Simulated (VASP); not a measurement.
Crystal: Al.

```
Al
1.0
     0.00000    2.02500    2.02500
     2.02500    0.00000    2.02500
     2.02500    2.02500    0.00000
Al
1
Direct
  0.00000 0.00000 0.00000
```

* Program: VASP 6.6.1
* Task: relaxation of cell and atoms
* Functional: r2SCAN
* Potentials or basis: VASP PAW PBE potentials, release 64 (Al)
* Cutoff: 600 eV
* k mesh: 23 × 23 × 23
* Occupations: methfessel-paxton, width 0.1 eV
* Spin: no spin polarisation

At the start: pressure -3.9 GPa; volume 16.61 Å³/atom.

**Question.** Where does the relaxation end?

**Answer.** Over 3 steps the energy falls by 9.6 meV/atom and the volume is 15.85 Å³/atom (-4.6 %); space group Fm-3m (No. 225, to 0.1 Å) before and after.

Step by step:
| step | energy change (eV) | largest force (eV/Å) | pressure (GPa) | volume (Å³) |
| --- | --- | --- | --- | --- |
| 1 | 0.0000 | 0.0000 | -3.86 | 16.61 |
| 2 | -0.0090 | 0.0000 | 1.14 | 15.66 |
| 3 | -0.0096 | 0.0000 | 0.03 | 15.85 |

Final structure:
```xyz
1
Lattice="0.0000 1.9937 1.9937 1.9937 0.0000 1.9937 1.9937 1.9937 0.0000" Properties=species:S:1:pos:R:3 pbc="T T T"
Al    0.0000    0.0000    0.0000
```

Caveat: the PAW data sets were made with another functional, which shifts forces and pressure a little.
